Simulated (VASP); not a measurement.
# Si: single point with LDA

The system is Si.

```
CELL_PARAMETERS angstrom
3.76951 0.00000 0.00000
-1.88476 3.26449 0.00000
0.00000 0.00000 6.54199
ATOMIC_POSITIONS crystal
Si 0.33333 0.66667 0.06301
Si 0.66667 0.33333 0.56301
Si 0.33333 0.66667 0.43699
Si 0.66667 0.33333 0.93699
```

This cell differs from its parent crystal: ratio of the length along z to the lengths across it x 1.05, volume and fractional coordinates fixed.

```
Program             : VASP 6.6.1
Task                : single point
Functional          : LDA
Potentials or basis : VASP PAW LDA potentials, release 64 (Si)
Cutoff              : 520 eV
k mesh              : 12 × 12 × 6
Occupations         : gaussian, width 0.03 eV
Spin                : no spin polarisation
```

- Pressure: -1.7 GPa
- Largest force: 0.400 eV/Å
- Band gap on the k mesh: 0.48 eV, indirect (least direct gap 1.43 eV)

Forces on the atoms (eV/Å):
```
Si   0.000  0.000  0.400
Si   0.000  0.000  0.400
Si   0.000  0.000 -0.400
Si   0.000  0.000 -0.400
```

Stress tensor (GPa, compression positive):
```
 1.50  0.00  0.00
 0.00  1.50  0.00
 0.00  0.00 -8.22
```

Levels at points of the mesh, in eV from the valence-band top:
```
           k point  band 4  band 5  band 6  band 7  band 8  band 9  band 10  band 11  band 12  band 13
(0.00, 0.00, 0.00)   -1.27   -1.27   -0.46    0.00    0.00    1.43     1.45     2.23     2.23     3.65
(0.50, 0.00, 0.00)   -6.20   -4.60   -2.94   -2.89   -1.52    0.51     2.19     2.76     3.29     3.63
(0.00, 0.00, 0.50)   -4.46   -0.76   -0.76   -0.76   -0.76    2.09     2.09     3.08     3.08     3.08
(0.50, 0.00, 0.50)   -7.30   -2.59   -2.59   -2.33   -2.33    0.73     0.73     1.48     1.48     5.55
```

Wall time 26 s on 1 thread of Intel(R) Xeon(R) 6975P-C (Granite Rapids), with other jobs on the host, peak memory 0.19 GiB.

 A k mesh can miss the band edges.
